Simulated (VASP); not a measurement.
Se: single point with PBEsol

Crystal: Se.

```
CELL_PARAMETERS angstrom
1.41713 -4.10523 0.00000
1.41713 4.10523 0.00000
0.00000 0.00000 4.68907
ATOMIC_POSITIONS crystal
Se 0.93566 0.06434 0.25000
Se 0.06434 0.93566 0.75000
```

| Item | Value |
| --- | --- |
| Program | VASP 6.6.1 |
| Task | single point |
| Functional | PBEsol |
| Potentials or basis | VASP PAW PBE potentials, release 64 (Se) |
| Cutoff | 520 eV |
| k mesh | 8 × 8 × 4 |
| Occupations | fermi-dirac, width 0.05 eV |
| Spin | no spin polarisation |
| Dipole correction | no |
| Further INCAR settings | ALGO = Normal; EDIFF = 1e-06; NBANDS = 13 |

* Pressure: -3.1 GPa
* Largest force: 0.258 eV/Å
* Band gap on the k mesh: zero (band 6 reaches 4.62 eV, above the bottom of band 7 at 1.92 eV)

Forces in eV/Å, atoms in the order of the input:
```
Se   0.000 -0.258  0.000
Se   0.000  0.258  0.000
```

Stress tensor (GPa, compression positive):
```
-4.52  0.00  0.00
 0.00 -1.64  0.00
 0.00  0.00 -3.26
```

Levels at points of the mesh, in eV from the Fermi level:
| k point | band 2 | band 3 | band 4 | band 5 | band 6 | band 7 | band 8 | band 9 | band 10 | band 11 |
| --- | --- | --- | --- | --- | --- | --- | --- | --- | --- | --- |
| (0.00, 0.00, 0.00) | -11.83 | -6.20 | -2.13 | -1.96 | 1.94 | 2.32 | 4.14 | 5.34 | 6.83 | 8.87 |
| (0.50, 0.00, 0.00) | -9.83 | -6.23 | -4.42 | -3.35 | -1.04 | -0.29 | 3.16 | 5.05 | 5.81 | 8.25 |
| (0.50, 0.50, 0.00) | -12.02 | -5.91 | -3.97 | -1.94 | 0.78 | 1.76 | 4.23 | 8.38 | 10.55 | 10.56 |
| (0.00, 0.00, 0.50) | -14.16 | -3.53 | -3.53 | 0.26 | 0.26 | 2.91 | 2.91 | 4.96 | 4.96 | 10.41 |
| (0.50, 0.00, 0.50) | -12.06 | -5.05 | -5.05 | -2.40 | -2.40 | 2.23 | 2.23 | 5.38 | 5.38 | 9.17 |
| (0.50, 0.50, 0.50) | -13.99 | -4.95 | -4.95 | 0.91 | 0.91 | 2.81 | 2.81 | 7.91 | 7.91 | 10.03 |

Wall time 52 s on 1 thread of AMD EPYC 7R13 Processor (Zen 3), on a shared host, peak memory 0.17 GiB.

Caveat: the PAW data sets were made with another functional, which shifts forces and pressure a little.
